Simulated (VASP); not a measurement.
Au, 1 atom in the cell. Symmetry: Fm-3m, No. 225, cubic system. Conventional cell: a = 4.133 Å, b = 4.133 Å, c = 4.133 Å, α = 90.00°, β = 90.00°, γ = 90.00°. Au (site symmetry m-3m) has 12 Au at 2.92 Å within 3.8 Å. 

```yaml
Program: VASP 6.6.1
Task: single point
Functional: r2SCAN
Dispersion: D4
Potentials_or_basis: VASP PAW PBE potentials, release 64 (Au)
Cutoff: 520 eV
k_mesh: 11 × 11 × 11
Occupations: methfessel-paxton, width 0.1 eV
Spin: no spin polarisation
Hubbard_terms: Au d U = 8.0 eV
Dipole_correction: no
Further_INCAR_settings: ALGO = Normal; EDIFF = 1e-06; NBANDS = 12
```

Potentials or basis: VASP PAW PBE potentials, release 64 (Au).

Launch:

```bash
$ cat potpaw_PBE.64/Au/POTCAR > POTCAR
$ cp INCAR.step1 INCAR
$ mpirun -np 1 vasp_std > vasp.out
$ cp INCAR.step2 INCAR
$ mpirun -np 1 vasp_std > vasp.out
```

Hardware: 1 thread of Intel Xeon 8259CL, with other jobs on the host.

How long does it take, and how much memory?

Run time: 37 s on 1 thread of Intel Xeon 8259CL, on a shared host, peak memory 0.16 GiB. Counts: k points 56.
